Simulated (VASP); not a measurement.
Runs of VASP 6.6.1 on NbRu3C. The structure is that of space group Pm-3m (No. 221), or close to it. The cells are those of the table. 

```csv
cell,gap on the mesh (eV),pressure (GPa)
"a = 4.099 Å, 5 atoms",none,-9.6
"a = 3.961 Å, 5 atoms",none,21.6
"a = 3.996 Å, 5 atoms",none,12.2
"a = 4.065 Å, 5 atoms",none,-3.4
"a = 4.196 Å, 5 atoms",none,(b)
"a = 4.031 Å, 5 atoms",none,3.9
"a = 4.164 Å, 5 atoms",none,(c)
"a = 4.132 Å, 5 atoms",none,(a)
"a = 3.925 Å, 5 atoms",none,32.6
```

Alike in all rows: task single point; level PBE; potentials or basis VASP PAW PBE potentials, release 64 (Nb_sv, Ru_pv, C); no spin polarisation; k mesh 6 × 6 × 6; cutoff (eV) 520; smearing methfessel-paxton 0.05 eV.

Q: Fill in the values left out.

A: (a) -15.0; (b) -23.8; (c) -19.7.

A k mesh can miss the band edges, and the runs leave out spin-orbit coupling on Nb, Ru.

A gap of «none» marks levels without a gap at the run's occupations.
